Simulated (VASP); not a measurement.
# LiF in VASP: a series of runs, part 2 of 2

VASP 6.6.1.

## (3) Single point, r2SCAN (epitaxial xy strain +0.5%)

POSCAR

```
LiF
1.0
    0.0000000000      2.0048460980      1.9885317940
    2.0048460980      0.0000000000      1.9885317940
    2.0048460980      2.0048460980      0.0000000000
Li F
1 1
Direct
    0.0000000000      0.0000000000      0.0000000000
    0.5000000000      0.5000000000      0.5000000000
```

INCAR.step1

```
SYSTEM = LiF
PREC = Accurate ; ENCUT = 520
ISMEAR = 0 ; SIGMA = 0.01
LREAL = .FALSE. ; LASPH = .TRUE.
NELM = 100 ; NBANDS = 12
GGA = PE ; ALGO = Normal
EDIFF = 1E-4 ; LWAVE = .TRUE.
LCHARG = .FALSE.
```

INCAR.step2

```
SYSTEM = LiF
PREC = Accurate ; ENCUT = 520
EDIFF = 1E-6 ; ISMEAR = 0
SIGMA = 0.01 ; LREAL = .FALSE.
LASPH = .TRUE. ; NELM = 100
ALGO = Normal ; ISIF = 2
LWAVE = .FALSE. ; LCHARG = .TRUE.
METAGGA = R2SCAN ; LMIXTAU = .TRUE.
LELF = .TRUE. ; LVHAR = .TRUE.
NBANDS = 12 ; ISTART = 1
```

KPOINTS

```
regular mesh
0
G
  10 10 10
  0 0 0
```

Potentials or basis: VASP PAW PBE potentials, release 64 (Li_sv, F).

Run with:

```sh
cat potpaw_PBE.64/Li_sv/POTCAR potpaw_PBE.64/F/POTCAR > POTCAR
cp INCAR.step1 INCAR
mpirun -np 1 vasp_std > vasp.out
cp INCAR.step2 INCAR
mpirun -np 1 vasp_std > vasp.out
```

It used 100 s of CPU time on 1 thread of AMD EPYC 7R13 Processor (Zen 3), on a shared host.

It converged, with:

| Item | Value |
| --- | --- |
| Free energy | -11.9026 eV |
| Band gap on the k mesh | 10.48 eV, direct |

Levels at points of the mesh, in eV from the valence-band top:
| k point | band 2 | band 3 | band 4 | band 5 | band 6 | band 7 | band 8 | band 9 |
| --- | --- | --- | --- | --- | --- | --- | --- | --- |
| (0.00, 0.00, 0.00) | -21.16 | -0.02 | 0.00 | 0.00 | 10.48 | 25.67 | 25.67 | 25.74 |
| (0.50, 0.00, 0.00) | -20.73 | -2.56 | -0.26 | -0.25 | 11.95 | 18.41 | 20.54 | 20.70 |
| (0.50, 0.50, 0.00) | -20.45 | -3.10 | -1.06 | -1.06 | 16.38 | 17.47 | 19.40 | 22.11 |
| (0.50, 0.00, 0.50) | -20.46 | -3.11 | -1.06 | -1.01 | 16.22 | 17.59 | 19.39 | 22.16 |

Caveat: the cell differs from its parent crystal (epitaxial xy strain +0.5%); the cutoff is under 1.25 times the usual one of these potentials, so pressure, stress and relaxed cells hold a basis-set (Pulay) error; the PAW data sets were made with another functional, which shifts forces and pressure a little. A k mesh can miss the band edges.

## (4) Single point, r2SCAN (strain along [111] +1.5%)

POSCAR

```
LiF
1.0
    0.0199487174      2.0148204567      2.0148204567
    2.0148204567      0.0199487174      2.0148204567
    2.0148204567      2.0148204567      0.0199487174
Li F
1 1
Direct
    0.0000000000      0.0000000000      0.0000000000
    0.5000000000      0.5000000000      0.5000000000
```

INCAR.step1

```
PREC = Accurate
ENCUT = 520
ISMEAR = 0
SIGMA = 0.01
LREAL = False
LASPH = True
NELM = 80
NBANDS = 12
GGA = PE
ALGO = Normal
EDIFF = 1E-4
LWAVE = True
LCHARG = False
```

INCAR.step2

```
PREC = Accurate
ENCUT = 520
EDIFF = 1E-6
ISMEAR = 0
SIGMA = 0.01
LREAL = False
LASPH = True
NELM = 80
ALGO = Normal
ISIF = 2
LWAVE = False
LCHARG = False
METAGGA = R2SCAN
LMIXTAU = True
NBANDS = 12
ISTART = 1
```

KPOINTS

```
Automatic mesh
0
Gamma
  10 10 10
```

Run with:

```sh
cat potpaw_PBE.64/Li_sv/POTCAR potpaw_PBE.64/F/POTCAR > POTCAR
cp INCAR.step1 INCAR
mpirun -np 1 vasp_std > vasp.out
cp INCAR.step2 INCAR
mpirun -np 1 vasp_std > vasp.out
```

It used 110 s of CPU time on 1 thread of AMD EPYC 7R13 Processor (Zen 3) (shared host).

The run converged. Its results:

```yaml
Free_energy: -11.9010 eV
Band_gap_on_the_k_mesh: 10.37 eV, direct
```

Levels at points of the mesh, in eV from the valence-band top:
```csv
k point,band 3,band 4,band 5,band 6,band 7,band 8
"(0.00, 0.00, 0.00)",-0.08,0.00,0.00,10.37,25.25,25.76
"(0.50, 0.00, 0.00)",-2.56,-0.31,-0.27,11.86,18.33,20.37
"(0.50, 0.50, 0.00)",-3.09,-1.10,-1.01,16.16,17.48,19.26
"(0.50, 0.50, 0.50)",-2.57,-0.23,-0.23,11.95,18.11,20.73
```

Caveat: the cell differs from its parent crystal (strain along [111] +1.5%); the cutoff is under 1.25 times the usual one of these potentials, so pressure, stress and relaxed cells hold a basis-set (Pulay) error; the PAW data sets were made with another functional, which shifts forces and pressure a little.

## (5) Single point, r2SCAN (epitaxial 111 strain +1.0%)

POSCAR

```
LiF
1.0
   -0.0179035560      1.9969169007      1.9969169007
    1.9969169007     -0.0179035560      1.9969169007
    1.9969169007      1.9969169007     -0.0179035560
Li F
1 1
Direct
    0.0000000000      0.0000000000      0.0000000000
    0.5000000000      0.5000000000      0.5000000000
```

INCAR.step1

```
  PREC = Accurate
  ENCUT = 520
  ISMEAR = 0
  SIGMA = 0.01
  LREAL = False
  LASPH = True
  NELM = 100
  NBANDS = 12
  GGA = PE
  ALGO = Normal
  EDIFF = 1E-4
  LWAVE = True
  LCHARG = False
```

INCAR.step2

```
  PREC = Accurate
  ENCUT = 520
  EDIFF = 1E-6
  ISMEAR = 0
  SIGMA = 0.01
  LREAL = False
  LASPH = True
  NELM = 100
  ALGO = Normal
  ISIF = 2
  LWAVE = False
  LCHARG = False
  METAGGA = R2SCAN
  LMIXTAU = True
  NBANDS = 12
  ISTART = 1
```

KPOINTS

```
regular mesh
0
Gamma
  10 10 10
```

Run with:

```sh
cat potpaw_PBE.64/Li_sv/POTCAR potpaw_PBE.64/F/POTCAR > POTCAR
cp INCAR.step1 INCAR
mpirun -np 1 vasp_std > vasp.out
cp INCAR.step2 INCAR
mpirun -np 1 vasp_std > vasp.out
```

It used 120 s of CPU time on 1 thread of AMD EPYC 7R13 Processor (Zen 3), on a shared host.

Results (log left out):

* Free energy: -11.9008 eV
* Band gap on the k mesh: 10.34 eV, direct

Levels at points of the mesh, in eV from the valence-band top:
| k point | band 2 | band 3 | band 4 | band 5 | band 6 | band 7 | band 8 | band 9 |
| --- | --- | --- | --- | --- | --- | --- | --- | --- |
| (0.00, 0.00, 0.00) | -21.18 | -0.07 | -0.07 | 0.00 | 10.34 | 25.40 | 25.40 | 25.87 |
| (0.50, 0.00, 0.00) | -20.76 | -2.58 | -0.30 | -0.26 | 11.87 | 18.19 | 20.47 | 20.64 |
| (0.50, 0.50, 0.00) | -20.49 | -3.10 | -1.11 | -1.03 | 16.13 | 17.45 | 19.22 | 21.93 |
| (0.50, 0.50, 0.50) | -20.73 | -2.56 | -0.33 | -0.33 | 11.79 | 18.39 | 20.31 | 20.31 |

Caveat: the cell differs from its parent crystal (epitaxial 111 strain +1.0%); the cutoff is under 1.25 times the usual one of these potentials, so pressure, stress and relaxed cells hold a basis-set (Pulay) error; the PAW data sets were made with another functional, which shifts forces and pressure a little. A k mesh can miss the band edges.

## (6) Single point, r2SCAN (shear xy strain -3.0%)

POSCAR

```
LiF
1.0
   -0.0299230761      1.9948717393      1.9948717393
    1.9948717393     -0.0299230761      1.9948717393
    1.9649486632      1.9649486632      0.0000000000
Li F
1 1
Direct
    0.0000000000      0.0000000000      0.0000000000
    0.5000000000      0.5000000000      0.5000000000
```

INCAR.step1

```
SYSTEM = LiF
PREC = Accurate
ENCUT = 520
ISMEAR = 0
SIGMA = 0.01
LREAL = .False.
LASPH = .True.
NELM = 60
NBANDS = 12
GGA = PE
ALGO = Normal
EDIFF = 1E-4
LWAVE = .True.
LCHARG = .False.
```

INCAR.step2

```
SYSTEM = LiF
PREC = Accurate
ENCUT = 520
EDIFF = 1E-6
ISMEAR = 0
SIGMA = 0.01
LREAL = .False.
LASPH = .True.
NELM = 60
ALGO = Normal
ISIF = 2
LWAVE = .False.
LCHARG = .False.
METAGGA = R2SCAN
LMIXTAU = .True.
NBANDS = 12
ISTART = 1
```

KPOINTS

```
Automatic mesh
0
Gamma
  10 10 10
  0 0 0
```

Potentials or basis: VASP PAW PBE potentials, release 64 (Li_sv, F).

Run with:

```sh
cat potpaw_PBE.64/Li_sv/POTCAR potpaw_PBE.64/F/POTCAR > POTCAR
cp INCAR.step1 INCAR
mpirun -np 1 vasp_std > vasp.out
cp INCAR.step2 INCAR
mpirun -np 1 vasp_std > vasp.out
```

OUTCAR:

```text
SYSTEM = LiF
   PREC = Accurate
   ENCUT = 520
   EDIFF = 1E-6
   ISMEAR = 0
   LREAL = .False.
   LASPH = .True.
   NELM = 60
   ISIF = 2
   METAGGA = R2SCAN
   ISTART = 1

 ion  position               nearest neighbor table
   1  0.000  0.000  0.000-   2 1.99   2 1.99   2 2.00   2 2.00   2 2.00   2 2.00
   2  0.500  0.500  0.500-   1 1.99   1 1.99   1 2.00   1 2.00   1 2.00   1 2.00

  LATTYP: Found a body centered orthorhombic cell.
 ALAT       =     2.7788570489
 B/A-ratio  =     1.0304568528
 C/A-ratio  =     1.4357498095

  Lattice vectors:

 A1 = (   0.0299230761,  -1.9948717393,  -1.9948717393)
[... 540 lines left out ...]
      9      21.0055      0.00000
     10      21.4183      0.00000
     11      34.8175      0.00000
     12      35.6150      0.00000

 [... further k-points ...]
[... 5 lines left out ...]
  --------------------------------------------------------------------------------------
  -------------------------------------------------------------------------------------
  Total       -0.0659045     -0.0659045     -0.0758003      0.2046005      0.0000000      0.0000000
  in kB       -6.6519386     -6.6519386     -7.6507507     20.6509525      0.0000000      0.0000000
  external PRESSURE =      -6.9848760 kB  Pullay stress =       0.0000000 kB

 VOLUME and BASIS-vectors are now :
 -----------------------------------------------------------------------------
  energy-cutoff  :      520.00
  volume of cell :       15.87
      direct lattice vectors                 reciprocal lattice vectors
    -0.029923076  1.994871739  1.994871739    -0.246938601  0.246938601  0.250642681
     1.994871739 -0.029923076  1.994871739     0.246938601 -0.246938601  0.250642681
     1.964948663  1.964948663  0.000000000     0.254459574  0.254459574 -0.250642681

 POSITION                                       TOTAL-FORCE (eV/Angst)
 -----------------------------------------------------------------------------------
      0.00000      0.00000      0.00000        -0.000000      0.000000      0.000000
      1.96495      1.96495      1.99487         0.000000     -0.000000      0.000000
 -----------------------------------------------------------------------------------
    total drift:                               -0.000000     -0.000000      0.000000

  FREE ENERGIE OF THE ION-ELECTRON SYSTEM (eV)
  ---------------------------------------------------
  free  energy   TOTEN  =       -11.8999498168 eV

  energy  without entropy=      -11.8999498168  energy(sigma->0) =      -11.89994982
```

It used 220 s of CPU time on 1 thread of AMD EPYC 7R13 Processor (Zen 3) (shared host).

What came out:

| Quantity | Value |
| --- | --- |
| Free energy | -11.8999 eV |
| Band gap on the k mesh | 10.46 eV, direct |

Caveat: the cell differs from its parent crystal (shear xy strain -3.0%); the cutoff is under 1.25 times the usual one of these potentials, so pressure, stress and relaxed cells hold a basis-set (Pulay) error; the PAW data sets were made with another functional, which shifts forces and pressure a little. A k mesh can miss the band edges.

## (7) Summary

```tsv
level	cell	smearing	gap on the mesh (eV)
PBE	a = 2.821, b = 2.821, c = 2.779 Å, angles 60.5, 60.5, 61.0°, 2 atoms	fermi-dirac 0.02 eV	9.26
r2SCAN	a = 2.824, b = 2.824, c = 2.835 Å, angles 59.9, 59.9, 60.3°, 2 atoms	gaussian 0.01 eV	10.48
r2SCAN	a = 2.849 Å, angles 59.3°, 2 atoms	gaussian 0.01 eV	10.37
r2SCAN	a = 2.824 Å, angles 60.6°, 2 atoms	gaussian 0.01 eV	10.34
r2SCAN	a = 2.821, b = 2.821, c = 2.779 Å, angles 60.5, 60.5, 61.0°, 2 atoms	gaussian 0.01 eV	10.46
```

Alike in all rows: task single point; potentials or basis VASP PAW PBE potentials, release 64 (Li_sv, F); no spin polarisation; k mesh 10 × 10 × 10; cutoff (eV) 520.

Caveats: the cutoff is under 1.25 times the usual one of these potentials, so pressure, stress and relaxed cells hold a basis-set (Pulay) error; the PAW data sets were made with another functional, which shifts forces and pressure a little (some runs).

Total energies depend on the potentials used, so only differences within one code and one set of settings carry meaning.
